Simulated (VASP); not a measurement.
# Ti3N3O in VASP: further runs

Ti3N3O is run at these levels: PBE; tasks: single point.

Program: VASP 6.6.1. These are calculated values, not measurements. Logs are shortened: lines on timing, memory, paths and dates and some standing lists are left out, and cuts for length are marked.

## (1) The cell of the first run

The cell holds a slab with vacuum, 7 atoms: a = 3.003 Å, b = 3.003 Å, c = 23.054 Å, α = 90.00°, β = 90.00°, γ = 120.00°.

## (2) Single point, PBE, collinear spin, ferromagnetic start

Contents of INCAR:

```
ALGO = Normal
DIPOL = 0.5 0.5 0.337
EDIFF = 1E-6
ENCUT = 520
GGA = PE
IDIPOL = 3
ISIF = 2
ISMEAR = 0
ISPIN = 2
LASPH = True
LCHARG = False
LDIPOL = True
LMAXMIX = 4
LORBIT = 11
LREAL = False
LWAVE = False
MAGMOM = 0 0 0 0 0 0 2
NBANDS = 42
NELM = 150
PREC = Accurate
SIGMA = 0.1
```

Contents of KPOINTS:

```
k-points
0
Gamma
  9 9 1
```

Contents of POSCAR:

```
Ti3N3O
1.0
    3.0028555065      0.0000000000      0.0000000000
   -1.5014277533      2.6005491526      0.0000000000
    0.0000000000      0.0000000000     23.0541471875
N Ti O
3 3 1
Direct
    0.3333333333      0.6666666667      0.1735045746
    0.0000000000      0.0000000000      0.2798551255
    0.6666666667      0.3333333333      0.3877458571
    0.6666666667      0.3333333333      0.2266798501
    0.3333333333      0.6666666667      0.3342486897
    0.0000000000      0.0000000000      0.4361101326
    0.5000000000      0.0000000000      0.5237299428
```

Potentials or basis: VASP PAW PBE potentials, release 64 (N, Ti_sv, O).

Run with:

```
$ cat potpaw_PBE.64/N/POTCAR potpaw_PBE.64/Ti_sv/POTCAR potpaw_PBE.64/O/POTCAR > POTCAR
$ mpirun -np 1 vasp_std > vasp.out
```

OUTCAR:

```text
EDIFF = 1E-6
   ENCUT = 520
   GGA = PE
   ISIF = 2
   ISMEAR = 0
   ISPIN = 2
   LASPH = True
   LORBIT = 11
   LREAL = False
   NELM = 150
   PREC = Accurate

 ion  position               nearest neighbor table
   1  0.333  0.667  0.174-   4 2.12   4 2.12   4 2.12
   2  0.000  0.000  0.280-   4 2.12   4 2.12   4 2.12   5 2.14   5 2.14   5 2.14
   3  0.667  0.333  0.388-   6 2.06   6 2.06   6 2.06   5 2.13   5 2.13   5 2.13
   4  0.667  0.333  0.227-   2 2.12   2 2.12   2 2.12   1 2.12   1 2.12   1 2.12
   5  0.333  0.667  0.334-   3 2.13   3 2.13   3 2.13   2 2.14   2 2.14   2 2.14   6 2.92   6 2.92
                             6 2.92
   6  0.000  0.000  0.436-   3 2.06   3 2.06   3 2.06   5 2.92   5 2.92   5 2.92
   7  0.500  0.000  0.524-

  LATTYP: Found a hexagonal cell.
 ALAT       =     3.0028555065
 C/A-ratio  =     7.6774080996

  Lattice vectors:

 A1 = (   3.0028555065,   0.0000000000,   0.0000000000)
 A2 = (  -1.5014277533,   2.6005491526,   0.0000000000)
 A3 = (   0.0000000000,   0.0000000000,  23.0541471875)

Analysis of symmetry for initial positions (statically):
=====================================================================
 Subroutine PRICEL returns:
 Original cell was already a primitive cell.

 Routine SETGRP: Setting up the symmetry group for a
 hexagonal supercell.

 Subroutine GETGRP returns: Found  2 space group operations
 (whereof  2 operations were pure point group operations)
 out of a pool of 24 trial point group operations.

The static configuration has the point symmetry C_1h.

Analysis of symmetry for dynamics (positions and initial velocities):
=====================================================================
 Subroutine PRICEL returns:
 Original cell was already a primitive cell.

 Routine SETGRP: Setting up the symmetry group for a
 hexagonal supercell.

 Subroutine GETGRP returns: Found  2 space group operations
 (whereof  2 operations were pure point group operations)
 out of a pool of 24 trial point group operations.

The dynamic configuration has the point symmetry C_1h.

Analysis of structural, dynamic, and magnetic symmetry:
=====================================================================
 Subroutine PRICEL returns:
 Original cell was already a primitive cell.

 Routine SETGRP: Setting up the symmetry group for a
 hexagonal supercell.

 Subroutine GETGRP returns: Found  2 space group operations
 (whereof  2 operations were pure point group operations)
 out of a pool of 24 trial point group operations.

The overall configuration has the point symmetry C_1h.

 Subroutine INISYM returns: Found  2 space group operations
 (whereof  2 operations are pure point group operations),
 and found     1 'primitive' translations

----------------------------------------------------------------------------------------

                                     Primitive cell

  volume of cell :     180.0315

  direct lattice vectors                    reciprocal lattice vectors
     3.002855506  0.000000000  0.000000000     0.333016357  0.192267083  0.000000000
    -1.501427753  2.600549153  0.000000000     0.000000000  0.384534166  0.000000000
     0.000000000  0.000000000 23.054147187     0.000000000  0.000000000  0.043376144

  length of vectors
     3.002855506  3.002855507 23.054147187     0.384534166  0.384534166  0.043376144

  position of ions in fractional coordinates (direct lattice)
     0.333333333  0.666666667  0.173504575
     0.000000000  0.000000000  0.279855125
     0.666666667  0.333333333  0.387745857
     0.666666667  0.333333333  0.226679850
     0.333333333  0.666666667  0.334248690
     0.000000000  0.000000000  0.436110133
     0.500000000  0.000000000  0.523729943

  ion indices of the primitive-cell ions
   primitive index   ion index
                 1           1
                 2           2
                 3           3
                 4           4
                 5           5
                 6           6
                 7           7

----------------------------------------------------------------------------------------

 KPOINTS: k-points

Automatic generation of k-mesh.
 Grid dimensions read from file:
 generate k-points for:    9    9    1

 Generating k-lattice:

  Cartesian coordinates                     Fractional coordinates (reciprocal lattice)
     0.037001817  0.021363009  0.000000000     0.111111111  0.000000000  0.000000000
     0.000000000  0.042726018  0.000000000     0.000000000  0.111111111  0.000000000
     0.000000000  0.000000000  0.043376144     0.000000000  0.000000000  1.000000000

  Length of vectors
     0.042726018  0.042726018  0.043376144

  Shift w.r.t. Gamma in fractional coordinates (k-lattice)
     0.000000000  0.000000000  0.000000000

 Subroutine IBZKPT returns following result:
 ===========================================

 Found     25 irreducible k-points:

 Following reciprocal coordinates:
            Coordinates               Weight
  0.000000  0.000000  0.000000      1.000000
  0.111111  0.000000  0.000000      4.000000
  0.000000  0.111111  0.000000      2.000000
  0.222222 -0.000000  0.000000      4.000000
  0.000000  0.222222  0.000000      2.000000
  0.333333  0.000000  0.000000      4.000000
[... 16 lines left out ...]
 -0.222222 -0.444444  0.000000      4.000000
  0.444444  0.333333  0.000000      4.000000
   k-points           NKPTS =     25   k-points in BZ     NKDIM =     25   number of bands    NBANDS=     42
   number of dos      NEDOS =    301   number of ions     NIONS =      7
   total plane-waves  NPLWV = 103680
   dimension x,y,z NGX =    24 NGY =   24 NGZ =  180
   dimension x,y,z NGXF=    48 NGYF=   48 NGZF=  360
   ions per type =               3   3   1
   NGX,Y,Z   is equivalent  to a cutoff of  13.29, 13.29, 12.98 a.u.
   NGXF,Y,Z  is equivalent  to a cutoff of  26.57, 26.57, 25.96 a.u.
 SYSTEM =  unknown system
   PREC   = accura    normal or accurate (medium, high low for compatibility)
   ISTART =      0    job   : 0-new  1-cont  2-samecut
   ICHARG =      2    charge: 1-file 2-atom 10-const
   ISPIN  =      2    spin polarized calculation?
   LNONCOLLINEAR =      F non collinear calculations
   LSORBIT =      F    spin-orbit coupling
   LASPH  =      T    aspherical Exc in radial PAW
   ENCUT  =  520.0 eV  38.22 Ry    6.18 a.u.   5.58  5.58 42.87*2*pi/ulx,y,z
   NELM   =    150;   NELMIN=  2; NELMDL= -5     # of ELM steps
   EDIFF  = 0.1E-05   stopping-criterion for ELM
   LREAL  =      F    real-space projection
   EDIFFG = 0.1E-04   stopping-criterion for IOM
   NSW    =      0    number of steps for IOM
   IBRION =     -1    ionic relax: 0-MD 1-quasi-New 2-CG
   NFREE  =      0    steps in history (QN), initial steepest desc. (CG)
   ISIF   =      2    stress and relaxation
   ISYM   =      2    0-nonsym 1-usesym 2-fastsym
   POTIM  = 0.5000    time-step for ionic-motion
   TEBEG  =    0.0;   TEEND  =   0.0 temperature during run
   PSTRESS=    0.0 pullay stress
   NELECT =      57.0000    total number of electrons
   NUPDOWN=      -1.0000    fix difference up-down
   EMIN   =  10.00;   EMAX   =-10.00  energy-range for DOS
   EFERMI =   0.00;   METHOD = LEGACY
   ISMEAR =     0;   SIGMA  =   0.10  broadening in eV -4-tet -1-fermi 0-gaus
   EFERMI_NEDOS =   21; number of points for ismear=-14 and -15
   IALGO  =     38    algorithm
   IMIX   =      4    mixing-type and parameters
     AMIX     =   0.40;   BMIX     =  1.00
     AMIX_MAG =   1.60;   BMIX_MAG =  1.00
  volume/ion in A,a.u.               =      25.72       173.56
  Fermi-wavevector in a.u.,A,eV,Ry     =   1.115793  2.108543 16.939169  1.244994
  Thomas-Fermi vector in A             =   2.252401
   LORBIT       =     11    0 simple, 1 ext, 2 COOP (PROOUT), +10 PAW based schemes
   GGA     = PE    functional components
   LHFCALC =     F    Hartree Fock is set to
   AEXX    =    0.0000 exact exchange contribution
   IVDW    =     0    specifies the selected vdW correction
   LEPSILON=     F    determine dielectric tensor
   LRPA    =     F    only Hartree local field effects (RPA)
 spin polarized calculation
 Gauss-broadening in eV      SIGMA  =   0.10
  energy-cutoff  :      520.00
  volume of cell :      180.03
 maximum number of plane-waves:      4899
   NGX = 11   NGY = 11   NGZ = 85

 dipolmoment           0.000000      0.000000     -0.002211 electrons x Angstroem

 number of electron      57.0000011 magnetization       0.8599268

 dipolmoment           0.000000      0.000000      0.018885 electrons x Angstroem

 Free energy of the ion-electron system (eV)
  ---------------------------------------------------
  ext. energy  EPLUGINS =         0.00000000
  ---------------------------------------------------
  free energy    TOTEN  =       -59.89562011 eV

  energy without entropy =      -59.88088885  energy(sigma->0) =      -59.88825448

 E-fermi :  -1.8294     XC(G=0):  -5.5374

 val. band max:       -1.8337528791   @ k =   0.0000   0.3333   0.0000
 cond. band min:      -1.8256054211   @ k =   0.0000   0.0000   0.0000
 fundamental gap:      0.0081474580
 Fermi energy:        -1.8293675500

 spin component 1

 k-point     1 :       0.0000    0.0000    0.0000
  band No.  band energies     occupation
      1     -59.4763      1.00000
      2     -59.2627      1.00000
      3     -58.3633      1.00000
      4     -35.9355      1.00000
      5     -35.5325      1.00000
      6     -35.5251      1.00000
[... 32 lines left out ...]
     39       1.0609      0.00000
     40       2.0095      0.00000

 k-point     2 :       0.1111    0.0000    0.0000
  band No.  band energies     occupation
      1     -59.4684      1.00000
      2     -59.2562      1.00000
      3     -58.3562      1.00000
      4     -35.9189      1.00000
      5     -35.5928      1.00000
      6     -35.5439      1.00000
[... 939 lines left out ...]
  band No.  band energies     occupation
      1     -59.4039      1.00000
      2     -59.2036      1.00000
      3     -58.2982      1.00000
      4     -35.9484      1.00000
      5     -35.8142      1.00000
      6     -35.7662      1.00000
[... 32 lines left out ...]
     39       1.8422      0.00000
     40       2.1014      0.00000

 [... further k-points ...]

 spin component 2

 k-point     1 :       0.0000    0.0000    0.0000
  band No.  band energies     occupation
      1     -59.4675      1.00000
      2     -59.3995      1.00000
      3     -58.3815      1.00000
      4     -35.9652      1.00000
      5     -35.5712      1.00000
      6     -35.5236      1.00000
[... 32 lines left out ...]
     39       1.0791      0.00000
     40       2.0434      0.00000

 k-point     2 :       0.1111    0.0000    0.0000
  band No.  band energies     occupation
      1     -59.4585      1.00000
      2     -59.3942      1.00000
      3     -58.3744      1.00000
      4     -35.9482      1.00000
      5     -35.6013      1.00000
      6     -35.5555      1.00000
[... 939 lines left out ...]
  band No.  band energies     occupation
      1     -59.3754      1.00000
      2     -59.3602      1.00000
      3     -58.3166      1.00000
      4     -35.9480      1.00000
      5     -35.8636      1.00000
      6     -35.7819      1.00000
[... 32 lines left out ...]
     39       1.7738      0.00000
     40       2.1005      0.00000

 [... further k-points ...]

 [bands above 40 left out]

------------------------ aborting loop because EDIFF is reached ----------------------------------------

 vacuum level on the upper side and lower side of the slab       (xc-potential included)         0.285        -0.155

  FORCE on cell =-STRESS in cart. coord.  units (eV):
  Direction    XX          YY          ZZ          XY          YZ          ZX
  --------------------------------------------------------------------------------------
  -------------------------------------------------------------------------------------
  Total       -2.8169109     -1.2832316    -11.3927732      0.0000000     -0.2924323      0.0000000
  in kB      -25.0688911    -11.4200257   -101.3891475      0.0000000     -2.6024800      0.0000000
  external PRESSURE =     -45.9593547 kB  Pullay stress =       0.0000000 kB

 VOLUME and BASIS-vectors are now :
 -----------------------------------------------------------------------------
  energy-cutoff  :      520.00
  volume of cell :      180.03
      direct lattice vectors                 reciprocal lattice vectors
     3.002855506  0.000000000  0.000000000     0.333016357  0.192267083  0.000000000
    -1.501427753  2.600549153  0.000000000     0.000000000  0.384534166  0.000000000
     0.000000000  0.000000000 23.054147187     0.000000000  0.000000000  0.043376144

 POSITION                                       TOTAL-FORCE (eV/Angst)
 -----------------------------------------------------------------------------------
     -0.00000      1.73370      4.00000         0.000000     -0.003683      4.227613
      0.00000      0.00000      6.45182        -0.000000      0.012592      1.282960
      1.50143      0.86685      8.93915        -0.000000      0.141889     -0.030773
      1.50143      0.86685      5.22591         0.000000     -0.002543     -5.495020
     -0.00000      1.73370      7.70582        -0.000000      0.007526     -0.168614
      0.00000      0.00000     10.05415         0.000000     -0.103421      4.173649
      1.50143      0.00000     12.07415         0.000000     -0.052361     -3.989815
 -----------------------------------------------------------------------------------
    total drift:                               -0.000000     -0.000007      0.000238

  FREE ENERGIE OF THE ION-ELECTRON SYSTEM (eV)
  ---------------------------------------------------
  free  energy   TOTEN  =       -59.8956201108 eV

  energy  without entropy=      -59.8808888460  energy(sigma->0) =      -59.88825448

 vacuum level on the upper side and lower side of the slab         6.786         6.361

 total charge

# of ion       s       p       d       tot
------------------------------------------
    1        1.311   2.199   0.000   3.511
    2        1.250   2.493   0.000   3.743
    3        1.251   2.511   0.000   3.762
    4        2.193   6.225   1.884  10.302
    5        2.181   6.224   1.969  10.374
    6        2.171   6.162   1.918  10.250
    7        1.614   3.035   0.000   4.649
--------------------------------------------------
tot         11.971  28.849   5.771  46.591

 magnetization (x)

# of ion       s       p       d       tot
------------------------------------------
    1        0.003   0.062   0.000   0.065
    2        0.001   0.008   0.000   0.009
    3        0.000   0.008   0.000   0.008
    4        0.001   0.001  -0.019  -0.017
    5        0.001   0.001   0.036   0.037
    6       -0.006  -0.012  -0.160  -0.178
    7        0.008   0.796   0.000   0.804
--------------------------------------------------
tot          0.007   0.865  -0.143   0.728
```

Wall time 9.1 min (1 thread of Intel Xeon 6975P-C (Granite Rapids), shared host); peak memory 0.55 GiB.

Results:

- Free energy: -59.8956 eV
- Largest force: 5.495 eV/Å
- Net moment: 0.86 μB per cell
- Site moments: N +0.07, +0.01 (each value once); Ti -0.02, +0.04, -0.18; O +0.80 μB
- Valence electrons inside the program's atomic spheres: N 3.51, 3.74, 3.76; Ti 10.30, 10.37, 10.25; O 4.65

Forces in eV/Å, atoms in the order of the input:
```
N    0.000 -0.004  4.228
N    0.000  0.013  1.283
N    0.000  0.142 -0.031
Ti   0.000 -0.003 -5.495
Ti   0.000  0.008 -0.169
Ti   0.000 -0.103  4.174
O    0.000 -0.052 -3.990
```

Levels at points of the mesh, in eV from the Fermi level:
Spin up:
| k point | band 26 | band 27 | band 28 | band 29 | band 30 | band 31 | band 32 | band 33 |
| --- | --- | --- | --- | --- | --- | --- | --- | --- |
| (0.00, 0.00, 0.00) | -0.86 | -0.33 | -0.32 | 0.23 | 0.29 | 0.41 | 1.40 | 1.44 |
Spin down:
```
           k point  band 25  band 26  band 27  band 28  band 29  band 30  band 31  band 32
(0.00, 0.00, 0.00)    -0.32    -0.30     0.00     0.21     0.41     0.58     1.16     1.37
```

[end of part 1 of 2]
